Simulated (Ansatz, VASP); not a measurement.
## CuI in VASP and in Ansatz

```
Cu I
1.0
     0.00000    3.10895    3.10895
     3.10895    0.00000    3.10895
     3.10895    3.10895    0.00000
Cu I
1 1
Direct
  0.25000 0.25000 0.25000
  0.00000 0.00000 0.00000
```

Alike in both runs: task single point; functional r2SCAN; k mesh 8 × 8 × 8; occupations gaussian, width 0.02 eV; no spin polarisation.

|  | VASP | Ansatz |
| --- | --- | --- |
| version | VASP 6.6.1 | Ansatz 0.2.0 |
| potentials or method | VASP PAW PBE potentials, release 64 (Cu, I), cutoff 520 eV | scalar-relativistic, plane waves, PAW |
| valence electrons in the cell | 18 | 36 |

Ansatz gave:

```
gap on the k mesh at the Fermi level (eV) : 1.41
least direct gap on the mesh (eV)         : 1.41
pressure (GPa)                            : -3.3
```

**Question.** What did VASP give for the same quantities?

**Answer.** gap on the k mesh at the Fermi level (eV): 1.41; least direct gap on the mesh (eV): 1.41; pressure (GPa): -3.2.

VASP's potentials were made for PBE, not for r2SCAN. With one functional, cell and mesh, what is left measures potentials, basis and numerics. VASP's potentials hold 18 valence electrons a cell and Ansatz's 36, so a difference there can come from the potentials and not from the codes.

Spin-orbit coupling is off throughout.
